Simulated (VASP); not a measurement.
# LuB2Os3 in VASP: further runs

The runs below take LuB2Os3 through single point, with PBE.

All numbers are computed with VASP 6.6.1; they aren't measurements. Logs are shortened: lines on timing, memory, paths and dates and some standing lists are left out, and cuts for length are marked.

### 1 The cell of the first run

The cell holds an amorphous packing of atoms, 12 atoms: a = 5.488 Å, b = 4.556 Å, c = 6.805 Å, α = 86.52°, β = 89.19°, γ = 77.06°.

### 2 Single point, PBE

Input file INCAR:

```
PREC = Accurate
ENCUT = 520
EDIFF = 1E-6
ISMEAR = 1
SIGMA = 0.15
LREAL = F
LASPH = T
NELM = 80
ALGO = Normal
ISIF = 2
LWAVE = F
LCHARG = T
GGA = PE
LELF = T
LVHAR = T
NBANDS = 67
```

Input file KPOINTS:

```
Automatic mesh
0
Gamma
  3 3 2
```

Input file POSCAR:

```
LuB2Os3
1.0
    5.4513340000     -0.0311640000     -0.6328510000
    1.1052610000      4.3963380000      0.4546750000
    0.8754540000     -0.4881920000      6.7305020000
B Os Lu
4 6 2
Direct
    0.0922294561      0.7052913073      0.0998515680
    0.0689808130      0.6799995538      0.3656966121
    0.1289304506      0.4084270178      0.9625766711
    0.8890195986      0.9806683293      0.6758673527
    0.9610747097      0.4500814787      0.6616912520
    0.7845414130      0.1562737055      0.4147396540
    0.4851116593      0.3351767694      0.8577349655
    0.8872521501      0.0931318352      0.0153294202
    0.4162191804      0.5312676833      0.5135709923
    0.5698534119      0.8183634301      0.7480444860
    0.2523905158      0.1535817845      0.2793305451
    0.6305165209      0.6449999757      0.1522484722
```

Potentials or basis: VASP PAW PBE potentials, release 64 (B, Os, Lu).

Command:

```bash
$ cat potpaw_PBE.64/B/POTCAR potpaw_PBE.64/Os/POTCAR potpaw_PBE.64/Lu/POTCAR > POTCAR
$ mpirun -np 1 vasp_std > vasp.out
```

OUTCAR:

```text
PREC = Accurate
   ENCUT = 520
   EDIFF = 1E-6
   ISMEAR = 1
   LREAL = F
   LASPH = T
   NELM = 80
   ISIF = 2
   GGA = PE

 ion  position               nearest neighbor table
   1  0.092  0.705  0.100-   3 1.66   2 1.81   8 1.93  12 2.63  11 2.69  11 2.75  12 2.93
   2  0.069  0.680  0.366-   1 1.81   9 2.12   5 2.34   6 2.41  11 2.49  11 2.61  12 2.87
   3  0.129  0.408  0.963-   1 1.66   7 2.03   8 2.17   5 2.24  11 2.42
   4  0.889  0.981  0.676-   6 1.94  10 2.09   5 2.26   5 2.37   8 2.40   7 2.76
   5  0.961  0.450  0.662-   3 2.24   4 2.26   2 2.34   4 2.37  10 2.50   6 2.54   9 2.77   8 2.90
                             7 3.05   9 3.10   7 3.11  11 3.24
   6  0.785  0.156  0.415-   4 1.94   2 2.41   9 2.45   5 2.54  11 2.71  12 2.75   8 2.79  10 3.04
                            11 3.08  12 3.28
   7  0.485  0.335  0.858-   3 2.03  10 2.42  10 2.46   9 2.46   8 2.46  12 2.75   4 2.76   5 3.05
                             5 3.11  11 3.26  12 3.56
   8  0.887  0.093  0.015-   1 1.93   3 2.17   4 2.40   7 2.46  11 2.78   6 2.79  12 2.80  12 2.84
                             5 2.90  10 3.04
   9  0.416  0.531  0.514-   2 2.12  10 2.40   6 2.45   7 2.46  11 2.72   5 2.77  12 2.78   5 3.10
                            11 3.12
  10  0.570  0.818  0.748-   4 2.09   9 2.40   7 2.42   7 2.46   5 2.50  12 2.82   6 3.04   8 3.04

  11  0.252  0.154  0.279-   3 2.42   2 2.49   2 2.61   1 2.69   6 2.71   9 2.72   1 2.75   8 2.78
                            12 2.91   6 3.08   9 3.12   5 3.24   7 3.26  12 3.44  12 3.72
  12  0.631  0.645  0.152-   1 2.63   7 2.75   6 2.75   9 2.78   8 2.80  10 2.82   8 2.84   2 2.87
                            11 2.91   1 2.93   6 3.28  11 3.44   7 3.56  11 3.72

  LATTYP: Found a triclinic cell.
 ALAT       =     8.4156761814
 B/A-ratio  =     1.0459330764
 C/A-ratio  =     1.7236432394
 COS(alpha) =     0.0039398938
 COS(beta)  =     0.6652001830
 COS(gamma) =     0.7332198741

  Lattice vectors:

 A1 = (  -1.9807150000,  -3.9081460000,  -7.1851770000)
 A2 = (  -6.3267880000,   0.5193560000,  -6.0976510000)
 A3 = (   7.8166920000,  -8.3668120000,  -8.9055540000)

Analysis of symmetry for initial positions (statically):
=====================================================================
 Subroutine PRICEL returns:
 Original cell was already a primitive cell.

 Routine SETGRP: Setting up the symmetry group for a
 triclinic supercell.

 Subroutine GETGRP returns: Found  1 space group operations
 (whereof  1 operations were pure point group operations)
[... 133 lines left out ...]
   NUPDOWN=      -1.0000    fix difference up-down
   EMIN   =  10.00;   EMAX   =-10.00  energy-range for DOS
   EFERMI =   0.00;   METHOD = LEGACY
   ISMEAR =     1;   SIGMA  =   0.15  broadening in eV -4-tet -1-fermi 0-gaus
   EFERMI_NEDOS =   21; number of points for ismear=-14 and -15
   IALGO  =     38    algorithm
   IMIX   =      4    mixing-type and parameters
     AMIX     =   0.40;   BMIX     =  1.00
     AMIX_MAG =   1.60;   BMIX_MAG =  1.00
  volume/ion in A,a.u.               =      13.79        93.08
  Fermi-wavevector in a.u.,A,eV,Ry     =   1.428669  2.699793 27.770790  2.041096
  Thomas-Fermi vector in A             =   2.548706
   LORBIT       =      0    0 simple, 1 ext, 2 COOP (PROOUT), +10 PAW based schemes
   GGA     = PE    functional components
   LHFCALC =     F    Hartree Fock is set to
   AEXX    =    0.0000 exact exchange contribution
   IVDW    =     0    specifies the selected vdW correction
   LEPSILON=     F    determine dielectric tensor
   LRPA    =     F    only Hartree local field effects (RPA)
 non-spin polarized calculation
 Methfessel and Paxton  Order N= 1 SIGMA  =   0.15
  energy-cutoff  :      520.00
  volume of cell :      165.51
 maximum number of plane-waves:      4477
 NGX is ok and might be reduce to    42
   NGX = 21   NGY = 17   NGZ = 25

 number of electron     110.0000008 magnetization

 Free energy of the ion-electron system (eV)
  ---------------------------------------------------
  ext. energy  EPLUGINS =         0.00000000
  ---------------------------------------------------
  free energy    TOTEN  =       -96.56474546 eV

  energy without entropy =      -96.57380992  energy(sigma->0) =      -96.56776695

 E-fermi :   6.3966     XC(G=0): -12.6971

 val. band max:        6.3819213747   @ k =   0.0000   0.0000   0.5000
 cond. band min:       6.4363439618   @ k =   0.0000   0.3333   0.0000
 fundamental gap:      0.0544225871
 Fermi energy:         6.3965962945

 k-point     1 :       0.0000    0.0000    0.0000
  band No.  band energies     occupation
      1     -49.0976      2.00000
      2     -48.9881      2.00000
      3     -20.2929      2.00000
      4     -19.8915      2.00000
      5     -19.8401      2.00000
      6     -19.7702      2.00000
[... 689 lines left out ...]
     66       9.4896      0.00000
     67       9.8579      0.00000

------------------------ aborting loop because EDIFF is reached ----------------------------------------

  FORCE on cell =-STRESS in cart. coord.  units (eV):
  Direction    XX          YY          ZZ          XY          YZ          ZX
  --------------------------------------------------------------------------------------
  -------------------------------------------------------------------------------------
  Total       18.5555530     23.4236836     19.5626512     -0.5921009      2.6418797      4.3010190
  in kB      179.6231458    226.7480655    189.3721497     -5.7317083     25.5741635     41.6351144
  external PRESSURE =     198.5811204 kB  Pullay stress =       0.0000000 kB

 VOLUME and BASIS-vectors are now :
 -----------------------------------------------------------------------------
  energy-cutoff  :      520.00
  volume of cell :      165.51
      direct lattice vectors                 reciprocal lattice vectors
     5.451334000 -0.031164000 -0.632851000     0.180120061 -0.042540920 -0.026514362
     1.105261000  4.396338000  0.454675000     0.003133977  0.225028230  0.015914612
     0.875454000 -0.488192000  6.730502000     0.016724491 -0.019201655  0.145009151

 POSITION                                       TOTAL-FORCE (eV/Angst)
 -----------------------------------------------------------------------------------
      1.36972      3.04908      0.93436         0.929466     -2.023364      1.325715
      1.44776      2.80883      2.72685        -0.221885      0.793700      0.337331
      1.99695      1.32164      6.58273        -1.408655     -0.502388     -0.482562
      6.52193      3.95369      4.43219         1.690225     -0.784428      1.890306
      6.31588      1.62573      4.04994         2.233881      0.076985      0.752504
      4.81261      0.46011      2.36596        -1.411473     -1.480056     -2.368617
      3.76587      1.03969      5.61838        -2.549288     -1.135452      0.971297
      4.95306      0.37430     -0.41598         0.624681      1.596592     -1.208918
      3.30575      2.07194      3.43474        -2.538646      0.667482     -1.064119
      4.66584      3.21485      5.04617         0.661967      2.431975     -0.703247
      1.79015      0.53096      1.79014         0.446561     -0.010643      0.468792
      4.28334      2.74166      0.91895         1.543166      0.369597      0.081519
 -----------------------------------------------------------------------------------
    total drift:                               -0.000377      0.000685     -0.000064

  FREE ENERGIE OF THE ION-ELECTRON SYSTEM (eV)
  ---------------------------------------------------
  free  energy   TOTEN  =       -96.5647454605 eV

  energy  without entropy=      -96.5738099224  energy(sigma->0) =      -96.56776695
```

OSZICAR:

```text
N       E                     dE             d eps       ncg     rms          rms(c)
DAV:   1     0.101396768331E+04    0.10140E+04   -0.42989E+04  2168   0.467E+03
DAV:   2     0.121730268803E+03   -0.89224E+03   -0.83833E+03  1644   0.910E+02
DAV:   3    -0.741821387557E+02   -0.19591E+03   -0.18066E+03  1450   0.236E+02
DAV:   4    -0.106154222107E+03   -0.31972E+02   -0.29886E+02  1885   0.818E+01
[... 11 lines left out ...]
DAV:  16    -0.965647527725E+02    0.18533E-04   -0.23314E-04  2248   0.209E-01    0.235E-02
DAV:  17    -0.965647494203E+02    0.33522E-05   -0.61820E-05  1752   0.547E-02    0.195E-02
DAV:  18    -0.965647473304E+02    0.20899E-05   -0.97770E-06  1640   0.274E-02    0.959E-03
DAV:  19    -0.965647461822E+02    0.11483E-05   -0.12705E-06   760   0.241E-02    0.486E-03
DAV:  20    -0.965647454605E+02    0.72164E-06   -0.81132E-07   757   0.330E-02
   1 F= -.96564745E+02 E0= -.96567767E+02  d E =0.906446E-02
```

Run time: 2.6 min. Hardware: 1 thread of Intel Xeon Platinum 8488C (Sapphire Rapids), shared host; peak memory 0.33 GiB.

What came out:

* Free energy: -96.5647 eV
* Pressure: 19.9 GPa
* Largest force: 3.129 eV/Å
* Band gap on the k mesh: 0.05 eV, indirect (least direct gap 0.12 eV)

Forces on the atoms (eV/Å):
```
B    0.929 -2.023  1.326
B   -0.222  0.794  0.337
B   -1.409 -0.502 -0.483
B    1.690 -0.784  1.890
Os   2.234  0.077  0.753
Os  -1.411 -1.480 -2.369
Os  -2.549 -1.135  0.971
Os   0.625  1.597 -1.209
Os  -2.539  0.667 -1.064
Os   0.662  2.432 -0.703
Lu   0.447 -0.011  0.469
Lu   1.543  0.370  0.082
```

Caveat: the k points lie up to 0.47 Å⁻¹ apart; spin-orbit coupling is left out, which moves the levels of the heavy elements.

### 3 Single point, PBE

Input file INCAR:

```
SYSTEM = LuB2Os3
  PREC = Accurate
  ENCUT = 520
  EDIFF = 1E-6
  ISMEAR = 1
  SIGMA = 0.15
  LREAL = .False.
  LASPH = .True.
  NELM = 100
  ALGO = Normal
  ISIF = 2
  LWAVE = .False.
  LCHARG = .False.
  GGA = PE
  NBANDS = 67
```

Input file KPOINTS:

```
regular mesh
0
Gamma
  3 3 2
  0 0 0
```

Input file POSCAR:

```
LuB2Os3
1.0
    5.4513340000     -0.0311640000     -0.6328510000
    1.1052610000      4.3963380000      0.4546750000
    0.8754540000     -0.4881920000      6.7305020000
B Os Lu
4 6 2
Direct
    0.1748846686      0.6634036361      0.1211029860
    0.0395644019      0.6460988281      0.3590735708
    0.0964148808      0.3865491498      0.9668532925
    0.9483957015      0.9356862601      0.7112432353
    0.9773440960      0.4504701972      0.6721869560
    0.7815383598      0.1558055890      0.4112832039
    0.4737472437      0.3368354227      0.8595911228
    0.8875315982      0.0944196132      0.0090507397
    0.4046632562      0.5296630202      0.5108681362
    0.5686869418      0.8276921163      0.7347841494
    0.2524603310      0.1385071719      0.2898791241
    0.6369584839      0.6573725186      0.1528570920
```

Potentials or basis: VASP PAW PBE potentials, release 64 (B, Os, Lu).

Command:

```bash
$ cat potpaw_PBE.64/B/POTCAR potpaw_PBE.64/Os/POTCAR potpaw_PBE.64/Lu/POTCAR > POTCAR
$ mpirun -np 1 vasp_std > vasp.out
```

Run time: 2.5 min. Hardware: 1 thread of Intel Xeon Platinum 8488C (Sapphire Rapids), shared host; peak memory 0.33 GiB.

Results (log left out):

| Item | Value |
| --- | --- |
| Free energy | -97.2085 eV |
| Pressure | 10.4 GPa |
| Largest force | 2.764 eV/Å |
| Band gap on the k mesh | 0.02 eV, indirect (least direct gap 0.12 eV) |

Forces on the atoms (eV/Å):
```
B   -1.277  0.071  0.114
B    0.013  1.184  0.817
B    1.694  1.389  0.611
B   -0.476  0.424 -0.974
Os   0.062 -0.403 -0.587
Os  -0.042 -2.372  0.858
Os  -2.231  0.336  1.597
Os   0.181 -1.900 -0.508
Os  -1.610  0.355 -0.716
Os   1.421  2.103 -0.475
Lu   0.181 -0.706 -0.070
Lu   2.084 -0.482 -0.668
```

Stress tensor (GPa, compression positive):
```
10.97  3.92  1.11
 3.92 11.73  3.40
 1.11  3.40  8.61
```

Levels at points of the mesh, in eV from the valence-band top:
```
           k point  band 52  band 53  band 54  band 55  band 56  band 57  band 58  band 59
(0.00, 0.00, 0.00)    -0.66    -0.50    -0.36     0.00     0.15     0.46     0.58     0.95
(0.00, 0.00, 0.50)    -0.78    -0.52    -0.24    -0.06     0.13     0.31     0.49     0.96
```

Caveat: the k points lie up to 0.47 Å⁻¹ apart; spin-orbit coupling is left out, which moves the levels of the heavy elements.

### 4 Single point, PBE

Input file INCAR:

```
SYSTEM = LuB2Os3
PREC = Accurate
ENCUT = 520
EDIFF = 1E-6
ISMEAR = 1
SIGMA = 0.15
LREAL = .FALSE.
LASPH = .TRUE.
NELM = 80
ALGO = Normal
ISIF = 2
LWAVE = .FALSE.
LCHARG = .TRUE.
GGA = PE
LELF = .TRUE.
LVHAR = .TRUE.
NBANDS = 67
```

Input file KPOINTS:

```
regular mesh
0
G
  3 3 2
  0 0 0
```

Input file POSCAR:

```
LuB2Os3
1.0
    5.4513340000     -0.0311640000     -0.6328510000
    1.1052610000      4.3963380000      0.4546750000
    0.8754540000     -0.4881920000      6.7305020000
B Os Lu
4 6 2
Direct
    0.1901952897      0.6330006917      0.1545677707
    0.0009457146      0.6957477892      0.3839021770
    0.0996858657      0.4315157333      0.9906397597
    0.9851326499      0.9193015725      0.7058140299
    0.9943525287      0.4488493871      0.6816674889
    0.7796864758      0.1455805577      0.4105745048
    0.4542894301      0.3397528388      0.8647741874
    0.8913487989      0.0900148916      0.0016323386
    0.3875038610      0.5296574538      0.5053278646
    0.5709855228      0.8456527421      0.7201225999
    0.2535915452      0.1209219243      0.3005840407
    0.6514794397      0.6669782213      0.1522740937
```

Command:

```bash
$ cat potpaw_PBE.64/B/POTCAR potpaw_PBE.64/Os/POTCAR potpaw_PBE.64/Lu/POTCAR > POTCAR
$ mpirun -np 1 vasp_std > vasp.out
```

Wall time 2.5 min (1 thread of Intel Xeon Platinum 8488C (Sapphire Rapids), shared host); peak memory 0.33 GiB.

It converged, with:

```yaml
Free_energy: -97.9487 eV
Pressure: 5.7 GPa
Largest_force: 2.225 eV/Å
Band_gap_on_the_k_mesh: zero (band 55 reaches 6.37 eV, above the bottom of band 56 at 6.26 eV)
```

Forces on the atoms (eV/Å):
```
B   -0.240  1.905  1.125
B    0.806 -0.599  0.329
B   -1.148 -0.507 -0.169
B   -0.883  0.683 -0.701
Os  -1.217 -0.782  0.009
Os  -0.113 -0.884  1.062
Os  -0.116  0.686  0.391
Os   1.335 -0.615 -1.079
Os  -0.337  0.946  0.013
Os   1.073  0.529 -0.115
Lu  -0.138 -0.155  0.298
Lu   0.978 -1.207 -1.163
```

Stress tensor (GPa, compression positive):
```
 6.93  2.98 -2.42
 2.98  7.46  2.18
-2.42  2.18  2.62
```

Levels at points of the mesh, in eV from the Fermi level:
```tsv
k point	band 51	band 52	band 53	band 54	band 55	band 56	band 57	band 58	band 59	band 60
(0.00, 0.00, 0.00)	-0.85	-0.69	-0.56	-0.44	0.02	0.10	0.45	0.54	0.89	1.13
(0.00, 0.00, 0.50)	-1.01	-0.83	-0.55	-0.49	-0.23	0.10	0.25	0.60	0.69	1.12
```

Caveat: the k points lie up to 0.47 Å⁻¹ apart; spin-orbit coupling is left out, which moves the levels of the heavy elements.
